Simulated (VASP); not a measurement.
A run of VASP 6.6.1:

INCAR

```
ALGO = Normal
EDIFF = 1E-6
ENCUT = 500
GGA = PE
GGA_COMPAT = F
ISIF = 2
ISMEAR = 0
LASPH = T
LCHARG = F
LREAL = F
LWAVE = F
NBANDS = 11
NELM = 120
PREC = Accurate
SIGMA = 0.02
```

Contents of KPOINTS:

```
k-points
0
Gamma
  8 8 8
```

Contents of POSCAR:

```
AlAs
1.0
    0.0000000000      2.8638562138      2.8638562138
    2.8638562138      0.0000000000      2.8638562138
    2.8638562138      2.8638562138      0.0000000000
Al As
1 1
Direct
    0.0000000000      0.0000000000      0.0000000000
    0.2500000000      0.2500000000      0.2500000000
```

Potentials or basis: VASP PAW PBE potentials, release 64 (Al, As).

Run with:

```bash
$ cat potpaw_PBE.64/Al/POTCAR potpaw_PBE.64/As/POTCAR > POTCAR
$ mpirun -np 1 vasp_std > vasp.out
```

Hardware: 1 thread of Intel(R) Xeon(R) Platinum 8488C (Sapphire Rapids), with other jobs on the host.

Task: Estimate the wall time of this run.

Result: It took 12 s on 1 thread of Intel(R) Xeon(R) Platinum 8488C (Sapphire Rapids), on a shared host, peak memory 0.17 GiB. Counts: scf iterations 12, k points 29.
